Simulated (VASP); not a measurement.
# InSe in VASP: further runs

The runs below take InSe through single point, with PBE+D3(BJ).

Everything below comes from runs of VASP 6.6.1. Logs are shortened: lines on timing, memory, paths and dates and some standing lists are left out, and cuts for length are marked.

### 1 The cell of the first run

The cell holds a slab with vacuum, 8 atoms: a = 4.027 Å, b = 4.027 Å, c = 28.271 Å, α = 90.00°, β = 90.00°, γ = 120.00°.

### 2 Single point, PBE+D3(BJ) (layers slid over each other)

INCAR

```
PREC = Accurate
ENCUT = 520
EDIFF = 1E-6
ISMEAR = 0
SIGMA = 0.05
LREAL = False
LASPH = True
NELM = 100
ALGO = Normal
ISIF = 2
LWAVE = False
LCHARG = True
LDIPOL = True
IDIPOL = 3
DIPOL = 0.5 0.5 0.405
GGA = PE
IVDW = 12
LELF = True
LVHAR = True
LVACPOTAV = True
NBANDS = 48
```

KPOINTS

```
regular mesh
0
Gamma
  9 9 1
```

POSCAR

```
InSe
1.0
    4.0266104195      0.0000000000      0.0000000000
   -2.0133052098      3.4871469144      0.0000000000
    0.0000000000      0.0000000000     28.2707101099
Se In
4 4
Direct
    0.0000000000      0.0000000000      0.1591753438
    0.0000000000      0.0000000000      0.3496677309
    0.2222222222      0.6666666667      0.4596755796
    0.2222222222      0.6666666667      0.6501679667
    0.6666666667      0.3333333333      0.2049979929
    0.6666666667      0.3333333333      0.3038451626
   -0.4444444444      0.3333333333      0.5054982288
   -0.4444444444      0.3333333333      0.6043453984
```

Potentials or basis: VASP PAW PBE potentials, release 64 (Se, In_d).

On the command line:

```sh
$ cat potpaw_PBE.64/Se/POTCAR potpaw_PBE.64/In_d/POTCAR > POTCAR
$ mpirun -np 1 vasp_std > vasp.out
```

OUTCAR:

```text
PREC = Accurate
   ENCUT = 520
   EDIFF = 1E-6
   ISMEAR = 0
   LREAL = False
   LASPH = True
   NELM = 100
   ISIF = 2
   GGA = PE
   IVDW = 12
 IVDW          = 12

 ion  position               nearest neighbor table
   1  0.000  0.000  0.159-   5 2.66   5 2.66   5 2.66
   2  0.000  0.000  0.350-   6 2.66   6 2.66   6 2.66
   3  0.222  0.667  0.460-   7 2.66   7 2.66   7 2.66
   4  0.222  0.667  0.650-   8 2.66   8 2.66   8 2.66
   5  0.667  0.333  0.205-   1 2.66   1 2.66   1 2.66   6 2.79
   6  0.667  0.333  0.304-   2 2.66   2 2.66   2 2.66   5 2.79
   7  0.556  0.333  0.505-   3 2.66   3 2.66   3 2.66   8 2.79
   8  0.556  0.333  0.604-   4 2.66   4 2.66   4 2.66   7 2.79

  LATTYP: Found a hexagonal cell.
 ALAT       =     4.0266104195
 C/A-ratio  =     7.0209697896

  Lattice vectors:

 A1 = (   4.0266104195,   0.0000000000,   0.0000000000)
 A2 = (  -2.0133052098,   3.4871469144,   0.0000000000)
 A3 = (   0.0000000000,   0.0000000000,  28.2707101099)

Analysis of symmetry for initial positions (statically):
=====================================================================
 Subroutine PRICEL returns:
 Original cell was already a primitive cell.

 Routine SETGRP: Setting up the symmetry group for a
 hexagonal supercell.

 Subroutine GETGRP returns: Found  2 space group operations
 (whereof  1 operations were pure point group operations)
 out of a pool of 24 trial point group operations.

The static configuration has the point symmetry C_1 .
 The point group associated with its full space group is S_2 .

Analysis of symmetry for dynamics (positions and initial velocities):
=====================================================================
 Subroutine PRICEL returns:
 Original cell was already a primitive cell.

 Routine SETGRP: Setting up the symmetry group for a
 hexagonal supercell.

 Subroutine GETGRP returns: Found  2 space group operations
 (whereof  1 operations were pure point group operations)
 out of a pool of 24 trial point group operations.

The dynamic configuration has the point symmetry C_1 .
 The point group associated with its full space group is S_2 .

 Subroutine INISYM returns: Found  2 space group operations
 (whereof  1 operations are pure point group operations),
 and found     1 'primitive' translations

----------------------------------------------------------------------------------------

                                     Primitive cell

  volume of cell :     396.9598

  direct lattice vectors                    reciprocal lattice vectors
     4.026610419  0.000000000  0.000000000     0.248347840  0.143383692  0.000000000
    -2.013305210  3.487146914  0.000000000     0.000000000  0.286767384  0.000000000
[... 114 lines left out ...]
   IALGO  =     38    algorithm
   IMIX   =      4    mixing-type and parameters
     AMIX     =   0.40;   BMIX     =  1.00
     AMIX_MAG =   1.60;   BMIX_MAG =  1.00
  volume/ion in A,a.u.               =      49.62       334.85
  Fermi-wavevector in a.u.,A,eV,Ry     =   0.943548  1.783047 12.113024  0.890282
  Thomas-Fermi vector in A             =   2.071266
   LORBIT       =      0    0 simple, 1 ext, 2 COOP (PROOUT), +10 PAW based schemes
   GGA     = PE    functional components
   LHFCALC =     F    Hartree Fock is set to
   AEXX    =    0.0000 exact exchange contribution
   IVDW    =    12    specifies the selected vdW correction
   LEPSILON=     F    determine dielectric tensor
   LRPA    =     F    only Hartree local field effects (RPA)
 non-spin polarized calculation
 Gauss-broadening in eV      SIGMA  =   0.05
  energy-cutoff  :      520.00
  volume of cell :      396.96
 maximum number of plane-waves:     10749
 NGX is ok and might be reduce to    30
   NGX = 15   NGY = 15   NGZ =105

 dipolmoment           0.000000      0.000000      0.000008 electrons x Angstroem

 number of electron      75.9999998 magnetization

 dipolmoment           0.000000      0.000000     -0.000027 electrons x Angstroem

 Free energy of the ion-electron system (eV)
  ---------------------------------------------------
  ext. energy  EPLUGINS =         0.00000000
  ---------------------------------------------------
  free energy    TOTEN  =       -28.37165745 eV

  energy without entropy =      -28.37165745  energy(sigma->0) =      -28.37165745

 E-fermi :   0.0573     XC(G=0):  -5.6419

 val. band max:       -0.1636620114   @ k =   0.1111   0.0000   0.0000
 cond. band min:       0.9170352201   @ k =   0.0000   0.0000   0.0000
 fundamental gap:      1.0806972315
 Fermi energy:         0.0573158533

 k-point     1 :       0.0000    0.0000    0.0000
  band No.  band energies     occupation
      1     -14.5186      2.00000
      2     -14.5183      2.00000
      3     -14.3354      2.00000
      4     -14.3352      2.00000
      5     -14.3345      2.00000
      6     -14.3343      2.00000
[... 1213 lines left out ...]
     47       4.4325      0.00000
     48       4.6400      0.00000

 [... further k-points ...]

------------------------ aborting loop because EDIFF is reached ----------------------------------------

 Edisp (eV)   -2.05678

 E8    (eV) :    -0.9651

  FORCE on cell =-STRESS in cart. coord.  units (eV):
  Direction    XX          YY          ZZ          XY          YZ          ZX
  --------------------------------------------------------------------------------------
  -------------------------------------------------------------------------------------
  Total       0.03982     0.06005    -0.21422    -0.07424    -0.05623     0.13115
  in kB       0.16072     0.24238    -0.86462    -0.29965    -0.22693     0.52934
  external pressure =       -0.15 kB  Pullay stress =        0.00 kB

 VOLUME and BASIS-vectors are now :
 -----------------------------------------------------------------------------
  energy-cutoff  :      520.00
  volume of cell :      396.96
      direct lattice vectors                 reciprocal lattice vectors
     4.026610419  0.000000000  0.000000000     0.248347840  0.143383692  0.000000000
    -2.013305210  3.487146914  0.000000000     0.000000000  0.286767384  0.000000000
     0.000000000  0.000000000 28.270710110     0.000000000  0.000000000  0.035372299

 POSITION                                       TOTAL-FORCE (eV/Angst)
 -----------------------------------------------------------------------------------
      0.00000      0.00000      4.50000        -0.001339      0.000348     -0.010939
      0.00000      0.00000      9.88536        -0.043598      0.014293      0.018387
     -0.44740      2.32476     12.99536         0.043598     -0.014293     -0.018387
     -0.44740      2.32476     18.38071         0.001339     -0.000348      0.010939
      2.01331      1.16238      5.79544        -0.003388      0.000972      0.011780
      2.01331      1.16238      8.58992         0.010497     -0.000664      0.019637
      1.56590      1.16238     14.29079        -0.010497      0.000664     -0.019637
      1.56590      1.16238     17.08527         0.003388     -0.000972     -0.011780
 -----------------------------------------------------------------------------------
    total drift:                               -0.000162     -0.000000     -0.003370

  FREE ENERGIE OF THE ION-ELECTRON SYSTEM (eV)
  ---------------------------------------------------
  free  energy   TOTEN  =       -30.4284409336 eV

  energy  without entropy=      -30.4284409336  energy(sigma->0) =      -30.42844093

 vacuum level on the upper side and lower side of the slab         5.493         5.493
```

OSZICAR:

```text
N       E                     dE             d eps       ncg     rms          rms(c)
DAV:   1     0.718532245124E+03    0.71853E+03   -0.32794E+04  4104   0.150E+03
DAV:   2     0.730352115247E+02   -0.64550E+03   -0.62576E+03  4168   0.382E+02
DAV:   3    -0.231717256993E+02   -0.96207E+02   -0.93627E+02  4848   0.176E+02
[... 15 lines left out ...]
DAV:  19    -0.283716412088E+02   -0.70578E-05   -0.10787E-07  2888   0.374E-03    0.901E-04
DAV:  20    -0.283716510684E+02   -0.98596E-05   -0.21370E-07  2776   0.267E-03    0.767E-04
DAV:  21    -0.283716559214E+02   -0.48530E-05   -0.11071E-07  2784   0.215E-03    0.344E-04
DAV:  22    -0.283716569290E+02   -0.10076E-05   -0.23672E-08  2432   0.138E-03    0.257E-04
DAV:  23    -0.283716574510E+02   -0.52204E-06   -0.18233E-08  2448   0.899E-04
   1 F= -.30428441E+02 E0= -.30428441E+02  d E =-.502545E-11
```

stdout:

```text
POSCAR found type information on POSCAR SeIn
 POSCAR found :  2 types and       8 ions
 scaLAPACK will be used
 LDA part: xc-table for (Slater+PW92), standard interpolation
 POSCAR, INCAR and KPOINTS ok, starting setup
 FFT: planning ... GRIDC
 FFT: planning ... GRID_SOFT
 FFT: planning ... GRID
 WAVECAR not read
 entering main loop
 -----------------------------------------------------------------------------
|                                                                             |
|           W    W    AA    RRRRR   N    N  II  N    N   GGGG   !!!           |
|           W    W   A  A   R    R  NN   N  II  NN   N  G    G  !!!           |
|           W    W  A    A  R    R  N N  N  II  N N  N  G       !!!           |
|           W WW W  AAAAAA  RRRRR   N  N N  II  N  N N  G  GGG   !            |
|           WW  WW  A    A  R   R   N   NN  II  N   NN  G    G                |
|           W    W  A    A  R    R  N    N  II  N    N   GGGG   !!!           |
|                                                                             |
|     Did not find any points to average over, which means that no vacuum     |
|     field-free region was found. Please increase the size of  your cell     |
|     in the dimension of the dipole correction to obtain accurate            |
|     workfunction values.                                                    |
|                                                                             |
 -----------------------------------------------------------------------------
```

It took 16 min on 1 thread of Intel Xeon Platinum 8559C (Emerald Rapids), shared host; peak memory 0.82 GiB.

Results:

```
Free energy                : -30.4284 eV
Largest force              : 0.049 eV/Å
Band gap on the k mesh     : 1.08 eV (least direct gap 1.14 eV)
Dispersion energy per atom : -0.257 eV
```

Forces on the atoms (eV/Å):
```
Se  -0.001  0.000 -0.011
Se  -0.044  0.014  0.018
Se   0.044 -0.014 -0.018
Se   0.001  0.000  0.011
In  -0.003  0.001  0.012
In   0.010 -0.001  0.020
In  -0.010  0.001 -0.020
In   0.003 -0.001 -0.012
```

Caveat: the cell differs from its parent crystal (layers slid over each other); spin-orbit coupling is left out, which moves the levels of the heavy elements.

### 3 Single point, PBE+D3(BJ) (layers slid over each other)

INCAR

```
PREC     = Accurate       # precision mode
ENCUT    = 520            # plane-wave cutoff, eV
EDIFF    = 1E-6           # SCF threshold, eV
ISMEAR   = 0              # smearing method
SIGMA    = 0.05           # smearing width, eV
LREAL    = F              # projectors in reciprocal space
LASPH    = T              # aspherical terms in the spheres
NELM     = 80             # most SCF steps
ALGO     = Normal         # electronic algorithm
ISIF     = 2              # what is computed and relaxed
LWAVE    = F              # write WAVECAR
LCHARG   = F              # write CHGCAR
LDIPOL   = T            
IDIPOL   = 3            
DIPOL    = 0.5 0.5 0.405
GGA      = PE             # functional
IVDW     = 12             # dispersion correction
NBANDS   = 48             # bands
```

KPOINTS

```
Automatic mesh
0
Gamma
  9 9 1
```

POSCAR

```
InSe
1.0
    4.0266104195      0.0000000000      0.0000000000
   -2.0133052098      3.4871469144      0.0000000000
    0.0000000000      0.0000000000     28.2707101099
Se In
4 4
Direct
    0.0000000000      0.0000000000      0.1591753438
    0.0000000000      0.0000000000      0.3496677309
    0.0000000000      0.4444444444      0.4596755796
    0.0000000000      0.4444444444      0.6501679667
    0.6666666667      0.3333333333      0.2049979929
    0.6666666667      0.3333333333      0.3038451626
   -0.6666666667      0.1111111111      0.5054982288
   -0.6666666667      0.1111111111      0.6043453984
```

Potentials or basis: VASP PAW PBE potentials, release 64 (Se, In_d).

On the command line:

```sh
$ cat potpaw_PBE.64/Se/POTCAR potpaw_PBE.64/In_d/POTCAR > POTCAR
$ mpirun -np 1 vasp_std > vasp.out
```

It took 29 min on 1 thread of Oxide Virtual Turin-like, shared host; peak memory 0.79 GiB.

It converged, with:

```yaml
Free_energy: -30.4131 eV
Largest_force: 0.050 eV/Å
Band_gap_on_the_k_mesh: 1.07 eV (least direct gap 1.13 eV)
Dispersion_energy_per_atom: -0.257 eV
```

Forces on the atoms (eV/Å):
```
Se   0.000 -0.001 -0.011
Se   0.009 -0.047 -0.014
Se  -0.009  0.047  0.014
Se   0.000  0.001  0.011
In   0.000 -0.003  0.011
In   0.010  0.011  0.005
In  -0.010 -0.011 -0.005
In   0.000  0.003 -0.011
```

Levels at points of the mesh, in eV from the valence-band top:
| k point | band 35 | band 36 | band 37 | band 38 | band 39 | band 40 | band 41 | band 42 |
| --- | --- | --- | --- | --- | --- | --- | --- | --- |
| (0.00, 0.00, 0.00) | -0.75 | -0.72 | -0.66 | -0.06 | 1.07 | 1.72 | 2.46 | 2.55 |

Caveat: the cell differs from its parent crystal (layers slid over each other); spin-orbit coupling is left out, which moves the levels of the heavy elements.
